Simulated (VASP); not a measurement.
# Pd (Fm-3m) in VASP: a series of runs

Runs on Pd. Level: PBE. Tasks: single point, relaxation of cell and atoms.

Everything below comes from runs of VASP 6.6.1. Logs are shortened: lines on timing, memory, paths and dates and some standing lists are left out, and cuts for length are marked.

## Step 1: The cell of the first run

It takes space group Fm-3m (No. 225, cubic). Conventional cell: a = 3.942 Å, b = 3.942 Å, c = 3.942 Å, α = 90.00°, β = 90.00°, γ = 90.00°. Within 3.7 Å of Pd (site symmetry m-3m) lie 12 Pd at 2.79 Å.

## Step 2: Single point, PBE

File INCAR:

```
PREC = Accurate
ENCUT = 520
EDIFF = 1E-7
ISMEAR = 0
SIGMA = 0.1
LREAL = F
LASPH = T
NELM = 80
ALGO = Fast
ISIF = 2
LWAVE = F
LCHARG = F
GGA = PE
NBANDS = 11
```

File KPOINTS:

```
Automatic mesh
0
Gamma
  18 18 18
```

File POSCAR:

```
Pd
1.0
    0.0000000000      1.9711269007      1.9711269007
    1.9711269007      0.0000000000      1.9711269007
    1.9711269007      1.9711269007      0.0000000000
Pd
1
Direct
    0.0000000000      0.0000000000      0.0000000000
```

Potentials or basis: VASP PAW PBE potentials, release 64 (Pd).

Started as:

```
$ cat potpaw_PBE.64/Pd/POTCAR > POTCAR
$ mpirun -np 1 vasp_std > vasp.out
```

OUTCAR:

```text
PREC = Accurate
   ENCUT = 520
   EDIFF = 1E-7
   ISMEAR = 0
   LREAL = F
   LASPH = T
   NELM = 80
   ISIF = 2
   GGA = PE

 ion  position               nearest neighbor table
   1  0.000  0.000  0.000-

  LATTYP: Found a face centered cubic cell.
 ALAT       =     3.9422538014

  Lattice vectors:

 A1 = (   0.0000000000,   1.9711269007,   1.9711269007)
 A2 = (   1.9711269007,   0.0000000000,   1.9711269007)
 A3 = (   1.9711269007,   1.9711269007,   0.0000000000)

Analysis of symmetry for initial positions (statically):
=====================================================================
 Subroutine PRICEL returns:
 Original cell was already a primitive cell.

 Routine SETGRP: Setting up the symmetry group for a
 face centered cubic supercell.

 Subroutine GETGRP returns: Found 48 space group operations
 (whereof 48 operations were pure point group operations)
 out of a pool of 48 trial point group operations.

The static configuration has the point symmetry O_h .

Analysis of symmetry for dynamics (positions and initial velocities):
=====================================================================
 Subroutine PRICEL returns:
 Original cell was already a primitive cell.

 Routine SETGRP: Setting up the symmetry group for a
 face centered cubic supercell.

 Subroutine GETGRP returns: Found 48 space group operations
 (whereof 48 operations were pure point group operations)
 out of a pool of 48 trial point group operations.

The dynamic configuration has the point symmetry O_h .

 Subroutine INISYM returns: Found 48 space group operations
 (whereof 48 operations are pure point group operations),
 and found     1 'primitive' translations

----------------------------------------------------------------------------------------

                                     Primitive cell

  volume of cell :      15.3170

  direct lattice vectors                    reciprocal lattice vectors
     0.000000000  1.971126901  1.971126901    -0.253662004  0.253662004  0.253662004
     1.971126901  0.000000000  1.971126901     0.253662004 -0.253662004  0.253662004
     1.971126901  1.971126901  0.000000000     0.253662004  0.253662004 -0.253662004

  length of vectors
     2.787594396  2.787594396  2.787594396     0.439355479  0.439355479  0.439355479

  position of ions in fractional coordinates (direct lattice)
     0.000000000  0.000000000  0.000000000

  ion indices of the primitive-cell ions
   primitive index   ion index
                 1           1

----------------------------------------------------------------------------------------

 KPOINTS: Automatic mesh

Automatic generation of k-mesh.
 Grid dimensions read from file:
 generate k-points for:   18   18   18

 Generating k-lattice:

  Cartesian coordinates                     Fractional coordinates (reciprocal lattice)
    -0.014092334  0.014092334  0.014092334     0.055555556  0.000000000  0.000000000
     0.014092334 -0.014092334  0.014092334     0.000000000  0.055555556  0.000000000
     0.014092334  0.014092334 -0.014092334     0.000000000  0.000000000  0.055555556

  Length of vectors
     0.024408638  0.024408638  0.024408638

  Shift w.r.t. Gamma in fractional coordinates (k-lattice)
     0.000000000  0.000000000  0.000000000

 Subroutine IBZKPT returns following result:
 ===========================================

 Found    195 irreducible k-points:

 Following reciprocal coordinates:
            Coordinates               Weight
  0.000000  0.000000  0.000000      1.000000
  0.055556  0.000000  0.000000      8.000000
  0.111111  0.000000  0.000000      8.000000
  0.166667  0.000000  0.000000      8.000000
  0.222222  0.000000  0.000000      8.000000
  0.277778  0.000000  0.000000      8.000000
[... 16 lines left out ...]
 -0.277778  0.055556  0.000000     24.000000
 -0.222222  0.055556  0.000000     24.000000
 [... further k-points ...]
   k-points           NKPTS =    195   k-points in BZ     NKDIM =    195   number of bands    NBANDS=     11
   number of dos      NEDOS =    301   number of ions     NIONS =      1
   total plane-waves  NPLWV =  13824
   dimension x,y,z NGX =    24 NGY =   24 NGZ =   24
   dimension x,y,z NGXF=    48 NGYF=   48 NGZF=   48
   ions per type =               1
   NGX,Y,Z   is equivalent  to a cutoff of  14.31, 14.31, 14.31 a.u.
   NGXF,Y,Z  is equivalent  to a cutoff of  28.63, 28.63, 28.63 a.u.
 SYSTEM =  unknown system
   PREC   = accura    normal or accurate (medium, high low for compatibility)
   ISTART =      0    job   : 0-new  1-cont  2-samecut
   ICHARG =      2    charge: 1-file 2-atom 10-const
   ISPIN  =      1    spin polarized calculation?
   LNONCOLLINEAR =      F non collinear calculations
   LSORBIT =      F    spin-orbit coupling
   LASPH  =      T    aspherical Exc in radial PAW
   ENCUT  =  520.0 eV  38.22 Ry    6.18 a.u.   5.18  5.18  5.18*2*pi/ulx,y,z
   NELM   =     80;   NELMIN=  2; NELMDL= -5     # of ELM steps
   EDIFF  = 0.1E-06   stopping-criterion for ELM
   LREAL  =      F    real-space projection
   EDIFFG = 0.1E-05   stopping-criterion for IOM
   NSW    =      0    number of steps for IOM
   IBRION =     -1    ionic relax: 0-MD 1-quasi-New 2-CG
   NFREE  =      0    steps in history (QN), initial steepest desc. (CG)
   ISIF   =      2    stress and relaxation
   ISYM   =      2    0-nonsym 1-usesym 2-fastsym
   POTIM  = 0.5000    time-step for ionic-motion
   TEBEG  =    0.0;   TEEND  =   0.0 temperature during run
   PSTRESS=    0.0 pullay stress
   NELECT =      10.0000    total number of electrons
   NUPDOWN=      -1.0000    fix difference up-down
   EMIN   =  10.00;   EMAX   =-10.00  energy-range for DOS
   EFERMI =   0.00;   METHOD = LEGACY
   ISMEAR =     0;   SIGMA  =   0.10  broadening in eV -4-tet -1-fermi 0-gaus
   EFERMI_NEDOS =   21; number of points for ismear=-14 and -15
   IALGO  =     68    algorithm
   IMIX   =      4    mixing-type and parameters
     AMIX     =   0.40;   BMIX     =  1.00
     AMIX_MAG =   1.60;   BMIX_MAG =  1.00
  volume/ion in A,a.u.               =      15.32       103.36
  Fermi-wavevector in a.u.,A,eV,Ry     =   1.420202  2.683793 27.442610  2.016975
  Thomas-Fermi vector in A             =   2.541142
   LORBIT       =      0    0 simple, 1 ext, 2 COOP (PROOUT), +10 PAW based schemes
   GGA     = PE    functional components
   LHFCALC =     F    Hartree Fock is set to
   AEXX    =    0.0000 exact exchange contribution
   IVDW    =     0    specifies the selected vdW correction
   LEPSILON=     F    determine dielectric tensor
   LRPA    =     F    only Hartree local field effects (RPA)
 non-spin polarized calculation
 RMM-DIIS sequential band-by-band and
 Gauss-broadening in eV      SIGMA  =   0.10
  energy-cutoff  :      520.00
  volume of cell :       15.32
 maximum number of plane-waves:       424
 NGX is ok and might be reduce to    24
   NGX = 11   NGY = 11   NGZ = 11

 number of electron      10.0000000 magnetization

 Free energy of the ion-electron system (eV)
  ---------------------------------------------------
  ext. energy  EPLUGINS =         0.00000000
  ---------------------------------------------------
  free energy    TOTEN  =        -5.22597369 eV

  energy without entropy =       -5.21374281  energy(sigma->0) =       -5.21985825

 E-fermi :   9.1531     XC(G=0): -12.9507

 val. band max:        9.1517641186   @ k =  -0.4444   0.3889   0.1111
 cond. band min:       9.1591314744   @ k =  -0.3889   0.3889   0.0556
 fundamental gap:      0.0073673558
 Fermi energy:         9.1531404637

 k-point     1 :       0.0000    0.0000    0.0000
  band No.  band energies     occupation
      1       2.3079      2.00000
      2       6.4858      2.00000
      3       6.4858      2.00000
      4       6.4858      2.00000
      5       7.9998      2.00000
      6       7.9998      2.00000
      7      26.3265      0.00000
      8      30.8897      0.00000
      9      30.8897      0.00000
     10      30.8897      0.00000
     11      35.9644      0.00000

 k-point     2 :       0.0556    0.0000    0.0000
  band No.  band energies     occupation
      1       2.4167      2.00000
      2       6.4483      2.00000
      3       6.5229      2.00000
      4       6.5229      2.00000
      5       7.9822      2.00000
      6       7.9822      2.00000
      7      26.4339      0.00000
      8      30.1287      0.00000
      9      31.0069      0.00000
     10      31.0069      0.00000
     11      36.4447      0.00000

 k-point     3 :       0.1111    0.0000    0.0000
  band No.  band energies     occupation
      1       2.7315      2.00000
      2       6.3548      2.00000
      3       6.6197      2.00000
      4       6.6197      2.00000
      5       7.9456      2.00000
      6       7.9456      2.00000
      7      26.6506      0.00000
      8      28.6067      0.00000
      9      31.3372      0.00000
     10      31.3372      0.00000
     11      36.1088      0.00000

 k-point     4 :       0.1667    0.0000    0.0000
  band No.  band energies     occupation
      1       3.2085      2.00000
      2       6.2677      2.00000
      3       6.7282      2.00000
      4       6.7282      2.00000
      5       7.9413      2.00000
      6       7.9413      2.00000
      7      26.1535      0.00000
      8      27.5611      0.00000
      9      31.8063      0.00000
     10      31.8063      0.00000
     11      35.0105      0.00000
[... 239 lines left out ...]
 k-point    22 :      -0.3333    0.0556    0.0000
  band No.  band energies     occupation
      1       4.3184      2.00000
      2       6.5682      2.00000
      3       6.6459      2.00000
      4       7.5851      2.00000
      5       8.4959      2.00000
      6       9.1968      0.53728
      7      19.6967      0.00000
      8      26.3927      0.00000
      9      29.8413      0.00000
     10      31.8882      0.00000
     11      34.8989      0.00000

 k-point    23 :      -0.2778    0.0556    0.0000
  band No.  band energies     occupation
      1       4.2671      2.00000
      2       6.6270      2.00000
      3       6.7512      2.00000
      4       6.8467      2.00000
      5       8.1625      2.00000
      6       8.7337      2.00000
      7      21.7240      0.00000
      8      26.8700      0.00000
      9      30.4421      0.00000
     10      33.2769      0.00000
     11      33.9519      0.00000

 k-point    24 :      -0.2222    0.0556    0.0000
  band No.  band energies     occupation
      1       3.9792      2.00000
      2       6.2808      2.00000
      3       6.7941      2.00000
      4       6.8253      2.00000
      5       7.8917      2.00000
      6       8.3853      2.00000
      7      23.7735      0.00000
      8      27.2635      0.00000
      9      30.9153      0.00000
     10      33.3842      0.00000
     11      33.6926      0.00000

 [... further k-points ...]
[... 5 lines left out ...]
  --------------------------------------------------------------------------------------
  -------------------------------------------------------------------------------------
  Total       -0.0270556     -0.0270556     -0.0270556      0.0000000      0.0000000      0.0000000
  in kB       -2.8300442     -2.8300442     -2.8300442      0.0000000      0.0000000      0.0000000
  external PRESSURE =      -2.8300442 kB  Pullay stress =       0.0000000 kB

 VOLUME and BASIS-vectors are now :
 -----------------------------------------------------------------------------
  energy-cutoff  :      520.00
  volume of cell :       15.32
      direct lattice vectors                 reciprocal lattice vectors
     0.000000000  1.971126901  1.971126901    -0.253662004  0.253662004  0.253662004
     1.971126901  0.000000000  1.971126901     0.253662004 -0.253662004  0.253662004
     1.971126901  1.971126901  0.000000000     0.253662004  0.253662004 -0.253662004

 POSITION                                       TOTAL-FORCE (eV/Angst)
 -----------------------------------------------------------------------------------
      0.00000      0.00000      0.00000         0.000000      0.000000      0.000000
 -----------------------------------------------------------------------------------
    total drift:                               -0.000000      0.000000      0.000000

  FREE ENERGIE OF THE ION-ELECTRON SYSTEM (eV)
  ---------------------------------------------------
  free  energy   TOTEN  =        -5.2259736904 eV

  energy  without entropy=       -5.2137428127  energy(sigma->0) =       -5.21985825
```

Run time: 18 s. Hardware: 1 thread of Intel Xeon Platinum 8488C (Sapphire Rapids), shared host; peak memory 0.16 GiB.

What came out:

| Property | Result |
| --- | --- |
| Free energy | -5.2260 eV |
| Pressure | -0.3 GPa |
| Band gap on the k mesh | zero (band 5 reaches 9.43 eV, above the bottom of band 6 at 7.94 eV) |

Levels at points of the mesh, in eV from the Fermi level:
```csv
k point,band 2,band 3,band 4,band 5,band 6,band 7,band 8,band 9
"(0.00, 0.00, 0.00)",-2.67,-2.67,-2.67,-1.15,-1.15,17.17,21.74,21.74
"(0.50, 0.00, 0.00)",-2.71,-2.71,-0.02,-0.02,1.10,7.03,16.52,20.74
"(0.50, 0.50, 0.00)",-4.80,-0.05,0.27,0.27,3.36,10.39,13.01,13.01
```

(Part 1 of 2 ends here.)
